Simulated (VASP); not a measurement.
# Ir (Fm-3m) in VASP: notebook

Runs on Ir. Level: r2SCAN. Tasks: single point.

All numbers are computed with VASP 6.6.1; they aren't measurements. Logs are shortened: lines on timing, memory, paths and dates and some standing lists are left out, and cuts for length are marked.

## 1. The cell of the first run

Symmetry: Fm-3m, No. 225, cubic system. The conventional cell has a = 3.831 Å, b = 3.831 Å, c = 3.831 Å, α = 90.00°, β = 90.00°, γ = 90.00°. Ir (site symmetry m-3m) has 12 Ir at 2.71 Å within 3.6 Å.

## 2. Single point, r2SCAN

Contents of POSCAR:

```
Ir
1.0
    0.0000000000      1.9156000000      1.9156000000
    1.9156000000      0.0000000000      1.9156000000
    1.9156000000      1.9156000000      0.0000000000
Ir
1
Direct
    0.0000000000      0.0000000000      0.0000000000
```

Contents of INCAR.step1:

```
SYSTEM = Ir
PREC = Accurate
ENCUT = 520
ISMEAR = 1
SIGMA = 0.15
LREAL = .False.
LASPH = .True.
NELM = 60
NBANDS = 10
GGA = PE
ALGO = Normal
EDIFF = 1E-4
LWAVE = .True.
LCHARG = .False.
```

Contents of INCAR.step2:

```
SYSTEM = Ir
PREC = Accurate
ENCUT = 520
EDIFF = 1E-6
ISMEAR = 1
SIGMA = 0.15
LREAL = .False.
LASPH = .True.
NELM = 60
ALGO = Normal
ISIF = 2
LWAVE = .False.
LCHARG = .False.
METAGGA = R2SCAN
LMIXTAU = .True.
NBANDS = 10
ISTART = 1
```

Contents of KPOINTS:

```
Automatic mesh
0
Gamma
  13 13 13
  0 0 0
```

Potentials or basis: VASP PAW PBE potentials, release 64 (Ir).

Started as:

```bash
$ cat potpaw_PBE.64/Ir/POTCAR > POTCAR
$ cp INCAR.step1 INCAR
$ mpirun -np 1 vasp_std > vasp.out
$ cp INCAR.step2 INCAR
$ mpirun -np 1 vasp_std > vasp.out
```

OUTCAR:

```text
SYSTEM = Ir
   PREC = Accurate
   ENCUT = 520
   EDIFF = 1E-6
   ISMEAR = 1
   LREAL = .False.
   LASPH = .True.
   NELM = 60
   ISIF = 2
   METAGGA = R2SCAN
   ISTART = 1

 ion  position               nearest neighbor table
   1  0.000  0.000  0.000-

  LATTYP: Found a face centered cubic cell.
 ALAT       =     3.8312000000

  Lattice vectors:

 A1 = (   0.0000000000,   1.9156000000,   1.9156000000)
 A2 = (   1.9156000000,   0.0000000000,   1.9156000000)
 A3 = (   1.9156000000,   1.9156000000,   0.0000000000)

Analysis of symmetry for initial positions (statically):
=====================================================================
 Subroutine PRICEL returns:
 Original cell was already a primitive cell.

 Routine SETGRP: Setting up the symmetry group for a
 face centered cubic supercell.

 Subroutine GETGRP returns: Found 48 space group operations
 (whereof 48 operations were pure point group operations)
 out of a pool of 48 trial point group operations.

The static configuration has the point symmetry O_h .

Analysis of symmetry for dynamics (positions and initial velocities):
=====================================================================
 Subroutine PRICEL returns:
 Original cell was already a primitive cell.

 Routine SETGRP: Setting up the symmetry group for a
 face centered cubic supercell.

 Subroutine GETGRP returns: Found 48 space group operations
 (whereof 48 operations were pure point group operations)
 out of a pool of 48 trial point group operations.

The dynamic configuration has the point symmetry O_h .

 Subroutine INISYM returns: Found 48 space group operations
 (whereof 48 operations are pure point group operations),
 and found     1 'primitive' translations

----------------------------------------------------------------------------------------

                                     Primitive cell

  volume of cell :      14.0587

  direct lattice vectors                    reciprocal lattice vectors
     0.000000000  1.915600000  1.915600000    -0.261014826  0.261014826  0.261014826
     1.915600000  0.000000000  1.915600000     0.261014826 -0.261014826  0.261014826
     1.915600000  1.915600000  0.000000000     0.261014826  0.261014826 -0.261014826

  length of vectors
     2.709067500  2.709067500  2.709067500     0.452090940  0.452090940  0.452090940

  position of ions in fractional coordinates (direct lattice)
     0.000000000  0.000000000  0.000000000

  ion indices of the primitive-cell ions
[... 73 lines left out ...]
   NELM   =     60;   NELMIN=  2; NELMDL=  0     # of ELM steps
   EDIFF  = 0.1E-05   stopping-criterion for ELM
   LREAL  =      F    real-space projection
   EDIFFG = 0.1E-04   stopping-criterion for IOM
   NSW    =      0    number of steps for IOM
   IBRION =     -1    ionic relax: 0-MD 1-quasi-New 2-CG
   NFREE  =      0    steps in history (QN), initial steepest desc. (CG)
   ISIF   =      2    stress and relaxation
   ISYM   =      2    0-nonsym 1-usesym 2-fastsym
   POTIM  = 0.5000    time-step for ionic-motion
   TEBEG  =    0.0;   TEEND  =   0.0 temperature during run
   PSTRESS=    0.0 pullay stress
   NELECT =       9.0000    total number of electrons
   NUPDOWN=      -1.0000    fix difference up-down
   EMIN   =  10.00;   EMAX   =-10.00  energy-range for DOS
   EFERMI =   0.00;   METHOD = LEGACY
   ISMEAR =     1;   SIGMA  =   0.15  broadening in eV -4-tet -1-fermi 0-gaus
   EFERMI_NEDOS =   21; number of points for ismear=-14 and -15
   IALGO  =     38    algorithm
   IMIX   =      4    mixing-type and parameters
     AMIX     =   0.40;   BMIX     =  1.00
     AMIX_MAG =   1.60;   BMIX_MAG =  1.00
  volume/ion in A,a.u.               =      14.06        94.87
  Fermi-wavevector in a.u.,A,eV,Ry     =   1.410937  2.666284 27.085691  1.990742
  Thomas-Fermi vector in A             =   2.532839
   LORBIT       =      0    0 simple, 1 ext, 2 COOP (PROOUT), +10 PAW based schemes
   METAGGA = R2SCAN    functional components
   LHFCALC =     F    Hartree Fock is set to
   AEXX    =    0.0000 exact exchange contribution
   IVDW    =     0    specifies the selected vdW correction
   LEPSILON=     F    determine dielectric tensor
   LRPA    =     F    only Hartree local field effects (RPA)
 non-spin polarized calculation
 Methfessel and Paxton  Order N= 1 SIGMA  =   0.15
  energy-cutoff  :      520.00
  volume of cell :       14.06
 maximum number of plane-waves:       388
   NGX =  9   NGY =  9   NGZ =  9

 number of electron       9.0000000 magnetization

 Free energy of the ion-electron system (eV)
  ---------------------------------------------------
  ext. energy  EPLUGINS =         0.00000000
  ---------------------------------------------------
  free energy    TOTEN  =       -52.35499248 eV

  energy without entropy =      -52.35402512  energy(sigma->0) =      -52.35467003

 E-fermi :  10.3105     XC(G=0): -15.3686

 val. band max:       10.3006598627   @ k =  -0.3077   0.3077   0.0769
 cond. band min:      10.3383124692   @ k =   0.4615   0.3846   0.0769
 fundamental gap:      0.0376526065
 Fermi energy:        10.3104611859

 k-point     1 :       0.0000    0.0000    0.0000
  band No.  band energies     occupation
      1      -1.3110      2.00000
      2       6.2529      2.00000
      3       6.2529      2.00000
      4       6.2529      2.00000
      5       8.9902      2.00000
      6       8.9902      2.00000
      7      25.3697      0.00000
      8      31.2802      0.00000
      9      31.2802      0.00000
     10      31.2802      0.00000
[... 287 lines left out ...]
 k-point    24 :       0.4615    0.1538    0.0000
  band No.  band energies     occupation
      1       2.6037      2.00000
      2       5.4375      2.00000
      3       6.5703      2.00000
      4       7.0404      2.00000
      5      11.3125     -0.00000
      6      12.5881     -0.00000
      7      19.4944      0.00000
      8      26.7988      0.00000
      9      29.7217      0.00000
     10      30.9630      0.00000

 [... further k-points ...]
[... 5 lines left out ...]
  --------------------------------------------------------------------------------------
  -------------------------------------------------------------------------------------
  Total        0.6001105      0.6001105      0.6001105      0.0000000      0.0000000     -0.0000000
  in kB       68.3907436     68.3907436     68.3907436      0.0000000      0.0000000     -0.0000000
  external PRESSURE =      68.3907436 kB  Pullay stress =       0.0000000 kB

 VOLUME and BASIS-vectors are now :
 -----------------------------------------------------------------------------
  energy-cutoff  :      520.00
  volume of cell :       14.06
      direct lattice vectors                 reciprocal lattice vectors
     0.000000000  1.915600000  1.915600000    -0.261014826  0.261014826  0.261014826
     1.915600000  0.000000000  1.915600000     0.261014826 -0.261014826  0.261014826
     1.915600000  1.915600000  0.000000000     0.261014826  0.261014826 -0.261014826

 POSITION                                       TOTAL-FORCE (eV/Angst)
 -----------------------------------------------------------------------------------
      0.00000      0.00000      0.00000        -0.000000      0.000000     -0.000000
 -----------------------------------------------------------------------------------
    total drift:                                0.000000      0.000000     -0.000000

  FREE ENERGIE OF THE ION-ELECTRON SYSTEM (eV)
  ---------------------------------------------------
  free  energy   TOTEN  =       -52.3549924761 eV

  energy  without entropy=      -52.3540251250  energy(sigma->0) =      -52.35467003
```

OUTCAR.step1:

```text
SYSTEM = Ir
   PREC = Accurate
   ENCUT = 520
   ISMEAR = 1
   LREAL = .False.
   LASPH = .True.
   NELM = 60
[... 528 lines left out ...]
 -----------------------------------------------------------------------------------
      0.00000      0.00000      0.00000        -0.000000      0.000000     -0.000000
 -----------------------------------------------------------------------------------
    total drift:                                0.000000     -0.000000     -0.000000

  FREE ENERGIE OF THE ION-ELECTRON SYSTEM (eV)
  ---------------------------------------------------
  free  energy   TOTEN  =        -8.8245316218 eV

  energy  without entropy=       -8.8237678022  energy(sigma->0) =       -8.82427702
```

OSZICAR.step1:

```text
N       E                     dE             d eps       ncg     rms          rms(c)
DAV:   1     0.474208757991E+02    0.47421E+02   -0.43722E+03  1696   0.820E+02
DAV:   2    -0.846739611115E+01   -0.55888E+02   -0.53268E+02  1744   0.196E+02
DAV:   3    -0.936228833147E+01   -0.89489E+00   -0.88789E+00  1984   0.299E+01
DAV:   4    -0.937074567189E+01   -0.84573E-02   -0.84560E-02  1890   0.270E+00
DAV:   5    -0.937092314384E+01   -0.17747E-03   -0.17747E-03  1984   0.382E-01    0.156E+01
DAV:   6    -0.891884218115E+01    0.45208E+00   -0.76375E-01  1890   0.108E+01    0.646E+00
DAV:   7    -0.883063657485E+01    0.88206E-01   -0.26533E-01  1982   0.586E+00    0.145E+00
DAV:   8    -0.882818393048E+01    0.24526E-02   -0.21014E-03  1822   0.480E-01    0.110E+00
DAV:   9    -0.882452862982E+01    0.36553E-02   -0.24013E-03  1908   0.688E-01    0.212E-02
DAV:  10    -0.882453162178E+01   -0.29920E-05   -0.12654E-05   922   0.369E-02
   1 F= -.88245316E+01 E0= -.88242770E+01  d E =-.763820E-03
```

Wall time 30 s (1 thread of Intel Xeon 6975P-C, shared host); peak memory 0.14 GiB.

What came out:

| Property | Result |
| --- | --- |
| Free energy | -52.3550 eV |
| Pressure | 6.8 GPa |

Levels at points of the mesh, in eV from the Fermi level:
```tsv
k point	band 1	band 2	band 3	band 4	band 5	band 6	band 7	band 8
(0.00, 0.00, 0.00)	-11.62	-4.06	-4.06	-4.06	-1.32	-1.32	15.06	20.97
```

Caveat: the PAW data sets were made with another functional, which shifts forces and pressure a little; spin-orbit coupling is left out, which moves the levels of the heavy elements.

## 3. Single point, r2SCAN

This run uses another cell than the first one, of 14.62 Å³/atom, 1.040 times its volume.

Contents of POSCAR:

```
Ir
1.0
    0.0000000000      1.9408081540      1.9408081540
    1.9408081540      0.0000000000      1.9408081540
    1.9408081540      1.9408081540      0.0000000000
Ir
1
Direct
    0.0000000000      0.0000000000      0.0000000000
```

Contents of INCAR.step1:

```
SYSTEM = Ir
  PREC = Accurate
  ENCUT = 520
  ISMEAR = 1
  SIGMA = 0.15
  LREAL = .False.
  LASPH = .True.
  NELM = 100
  NBANDS = 10
  GGA = PE
  ALGO = Normal
  EDIFF = 1E-4
  LWAVE = .True.
  LCHARG = .False.
```

Contents of INCAR.step2:

```
SYSTEM = Ir
  PREC = Accurate
  ENCUT = 520
  EDIFF = 1E-6
  ISMEAR = 1
  SIGMA = 0.15
  LREAL = .False.
  LASPH = .True.
  NELM = 100
  ALGO = Normal
  ISIF = 2
  LWAVE = .False.
  LCHARG = .True.
  METAGGA = R2SCAN
  LMIXTAU = .True.
  LELF = .True.
  LVHAR = .True.
  NBANDS = 10
  ISTART = 1
```

Contents of KPOINTS:

```
regular mesh
0
Gamma
  13 13 13
  0 0 0
```

Potentials or basis: VASP PAW PBE potentials, release 64 (Ir).

Started as:

```bash
$ cat potpaw_PBE.64/Ir/POTCAR > POTCAR
$ cp INCAR.step1 INCAR
$ mpirun -np 1 vasp_std > vasp.out
$ cp INCAR.step2 INCAR
$ mpirun -np 1 vasp_std > vasp.out
```

It took 28 s on 1 thread of Intel Xeon 6975P-C, shared host; peak memory 0.14 GiB.

It converged, with:

```yaml
Free_energy: -52.3524 eV
Pressure: -7.8 GPa
```

Levels at points of the mesh, in eV from the Fermi level:
| k point | band 2 | band 3 | band 4 | band 5 | band 6 | band 7 |
| --- | --- | --- | --- | --- | --- | --- |
| (0.00, 0.00, 0.00) | -3.82 | -3.82 | -3.82 | -1.25 | -1.25 | 15.14 |

Caveat: the PAW data sets were made with another functional, which shifts forces and pressure a little; spin-orbit coupling is left out, which moves the levels of the heavy elements.

## 4. Single point, r2SCAN

This run uses another cell than the first one, of 15.18 Å³/atom, 1.080 times its volume.

Contents of POSCAR:

```
Ir
1.0
    0.0000000000      1.9653779541      1.9653779541
    1.9653779541      0.0000000000      1.9653779541
    1.9653779541      1.9653779541      0.0000000000
Ir
1
Direct
    0.0000000000      0.0000000000      0.0000000000
```

Contents of INCAR.step1:

```
PREC = Accurate ; ENCUT = 520
ISMEAR = 1 ; SIGMA = 0.15
LREAL = False ; LASPH = True
NELM = 60 ; NBANDS = 10
GGA = PE ; ALGO = Normal
EDIFF = 1E-4 ; LWAVE = True
LCHARG = False
```

Contents of INCAR.step2:

```
PREC = Accurate ; ENCUT = 520
EDIFF = 1E-6 ; ISMEAR = 1
SIGMA = 0.15 ; LREAL = False
LASPH = True ; NELM = 60
ALGO = Normal ; ISIF = 2
LWAVE = False ; LCHARG = True
METAGGA = R2SCAN ; LMIXTAU = True
LELF = True ; LVHAR = True
NBANDS = 10 ; ISTART = 1
```

Contents of KPOINTS:

```
Automatic mesh
0
Gamma
  13 13 13
```

Started as:

```bash
$ cat potpaw_PBE.64/Ir/POTCAR > POTCAR
$ cp INCAR.step1 INCAR
$ mpirun -np 1 vasp_std > vasp.out
$ cp INCAR.step2 INCAR
$ mpirun -np 1 vasp_std > vasp.out
```

It took 30 s on 1 thread of Intel Xeon 6975P-C, shared host; peak memory 0.15 GiB.

Results (log left out):

```
Free energy : -52.3041 eV
Pressure    : -19.3 GPa
```

Levels at points of the mesh, in eV from the Fermi level:
| k point | band 1 | band 2 | band 3 | band 4 | band 5 | band 6 | band 7 | band 8 |
| --- | --- | --- | --- | --- | --- | --- | --- | --- |
| (0.00, 0.00, 0.00) | -10.78 | -3.60 | -3.60 | -3.60 | -1.19 | -1.19 | 15.21 | 20.64 |

Caveat: the PAW data sets were made with another functional, which shifts forces and pressure a little; spin-orbit coupling is left out, which moves the levels of the heavy elements.

## 5. Single point, r2SCAN

This run uses another cell than the first one, of 15.75 Å³/atom, 1.120 times its volume.

Contents of POSCAR:

```
Ir
1.0
    0.0000000000      1.9893483403      1.9893483403
    1.9893483403      0.0000000000      1.9893483403
    1.9893483403      1.9893483403      0.0000000000
Ir
1
Direct
    0.0000000000      0.0000000000      0.0000000000
```

Contents of INCAR.step1:

```
PREC     = Accurate       # precision mode
ENCUT    = 520            # plane-wave cutoff, eV
ISMEAR   = 1              # smearing method
SIGMA    = 0.15           # smearing width, eV
LREAL    = F              # projectors in reciprocal space
LASPH    = T              # aspherical terms in the spheres
NELM     = 60             # most SCF steps
NBANDS   = 10             # bands
GGA      = PE             # functional
ALGO     = Normal         # electronic algorithm
EDIFF    = 1E-4           # SCF threshold, eV
LWAVE    = T              # write WAVECAR
LCHARG   = F              # write CHGCAR
```

Contents of INCAR.step2:

```
PREC     = Accurate       # precision mode
ENCUT    = 520            # plane-wave cutoff, eV
EDIFF    = 1E-6           # SCF threshold, eV
ISMEAR   = 1              # smearing method
SIGMA    = 0.15           # smearing width, eV
LREAL    = F              # projectors in reciprocal space
LASPH    = T              # aspherical terms in the spheres
NELM     = 60             # most SCF steps
ALGO     = Normal         # electronic algorithm
ISIF     = 2              # what is computed and relaxed
LWAVE    = F              # write WAVECAR
LCHARG   = T              # write CHGCAR
METAGGA  = R2SCAN         # meta-GGA
LMIXTAU  = T            
LELF     = T              # ELF
LVHAR    = T            
NBANDS   = 10             # bands
ISTART   = 1
```

Contents of KPOINTS:

```
regular mesh
0
Gamma
  13 13 13
```

Potentials or basis: VASP PAW PBE potentials, release 64 (Ir).

Started as:

```bash
$ cat potpaw_PBE.64/Ir/POTCAR > POTCAR
$ cp INCAR.step1 INCAR
$ mpirun -np 1 vasp_std > vasp.out
$ cp INCAR.step2 INCAR
$ mpirun -np 1 vasp_std > vasp.out
```

OUTCAR:

```text
PREC = Accurate
   ENCUT = 520
   EDIFF = 1E-6
   ISMEAR = 1
   LREAL = F
   LASPH = T
   NELM = 60
   ISIF = 2
   METAGGA = R2SCAN
   ISTART = 1

 ion  position               nearest neighbor table
   1  0.000  0.000  0.000-

  LATTYP: Found a face centered cubic cell.
 ALAT       =     3.9786966806

  Lattice vectors:

 A1 = (   0.0000000000,   1.9893483403,   1.9893483403)
 A2 = (   1.9893483403,   0.0000000000,   1.9893483403)
[... 481 lines left out ...]
 k-point    24 :       0.4615    0.1538    0.0000
  band No.  band energies     occupation
      1       1.7951      2.00000
      2       4.3643      2.00000
      3       5.2625      2.00000
      4       5.6971      2.00000
      5       9.2278     -0.00000
      6      10.4361     -0.00000
      7      16.6263      0.00000
      8      24.6063      0.00000
      9      26.6356      0.00000
     10      27.6601      0.00000

 [... further k-points ...]
[... 5 lines left out ...]
  --------------------------------------------------------------------------------------
  -------------------------------------------------------------------------------------
  Total       -2.7754941     -2.7754941     -2.7754941     -0.0000000     -0.0000000      0.0000000
  in kB     -282.4154078   -282.4154078   -282.4154078     -0.0000000     -0.0000000      0.0000000
  external PRESSURE =    -282.4154078 kB  Pullay stress =       0.0000000 kB

 VOLUME and BASIS-vectors are now :
 -----------------------------------------------------------------------------
  energy-cutoff  :      520.00
  volume of cell :       15.75
      direct lattice vectors                 reciprocal lattice vectors
     0.000000000  1.989348340  1.989348340    -0.251338587  0.251338587  0.251338587
     1.989348340  0.000000000  1.989348340     0.251338587 -0.251338587  0.251338587
     1.989348340  1.989348340  0.000000000     0.251338587  0.251338587 -0.251338587

 POSITION                                       TOTAL-FORCE (eV/Angst)
 -----------------------------------------------------------------------------------
      0.00000      0.00000      0.00000        -0.000000     -0.000000      0.000000
 -----------------------------------------------------------------------------------
    total drift:                               -0.000000      0.000000      0.000000

  FREE ENERGIE OF THE ION-ELECTRON SYSTEM (eV)
  ---------------------------------------------------
  free  energy   TOTEN  =       -52.2201520650 eV

  energy  without entropy=      -52.2192413819  energy(sigma->0) =      -52.21984850
```

Wall time 37 s (1 thread of Intel Xeon 6975P-C, shared host); peak memory 0.16 GiB.

Results:

```yaml
Free_energy: -52.2202 eV
Pressure: -28.2 GPa
```

Caveat: the PAW data sets were made with another functional, which shifts forces and pressure a little; spin-orbit coupling is left out, which moves the levels of the heavy elements.

## 6. Summary

| cell | gap on the mesh (eV) | pressure (GPa) |
| --- | --- | --- |
| a = 2.709 Å, angles 60.0°, 1 atom | none | 6.8 |
| a = 2.745 Å, angles 60.0°, 1 atom | none | -7.8 |
| a = 2.779 Å, angles 60.0°, 1 atom | none | -19.3 |
| a = 2.813 Å, angles 60.0°, 1 atom | none | -28.2 |

Alike in all rows: task single point; level r2SCAN; potentials or basis VASP PAW PBE potentials, release 64 (Ir); no spin polarisation; k mesh 13 × 13 × 13; cutoff (eV) 520; smearing methfessel-paxton 0.15 eV.

Caveats: the PAW data sets were made with another functional, which shifts forces and pressure a little; spin-orbit coupling is left out, which moves the levels of the heavy elements.

Absolute energies hang on the potentials; compare differences alone.
